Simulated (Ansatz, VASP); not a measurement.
## Be: VASP beside Ansatz

```
CELL_PARAMETERS angstrom
1.56751 -1.56766 0.00000
1.56751 1.56766 0.00000
0.00000 0.00000 6.37510
ATOMIC_POSITIONS crystal
Be 0.74980 0.25020 0.12515
Be 0.75020 0.24980 0.62515
Be 0.25020 0.74980 0.87485
Be 0.24980 0.75020 0.37485
```

Alike in both runs: functional PBEsol; k mesh 8 × 8 × 4; occupations gaussian, width 0.1 eV; no spin polarisation.

Ansatz relaxed the structure, and its values are those at the end. VASP's run is a single point on that final structure, the one shown.

```csv
,VASP,Ansatz
version,VASP 6.6.1,Ansatz 0.2.0
potentials or method,"VASP PAW PBE potentials, release 64 (Be), cutoff 520 eV","scalar-relativistic, plane waves, PAW"
valence electrons in the cell,8,8
```

Ansatz gave:

| Property | Result |
| --- | --- |
| gap on the k mesh at the Fermi level (eV) | none |
| pressure (GPa) | 0.0 |
| rms of the force components (eV/Å) | 0.007 |

What did VASP give for the same quantities?

gap on the k mesh at the Fermi level (eV): none; pressure (GPa): 0.3; rms of the force components (eV/Å): 0.007.

VASP's potentials were made for PBE, not for PBEsol. A gap of «none» marks a metal or a gap that the smearing closes. With one functional, cell and mesh, what is left measures potentials, basis and numerics.
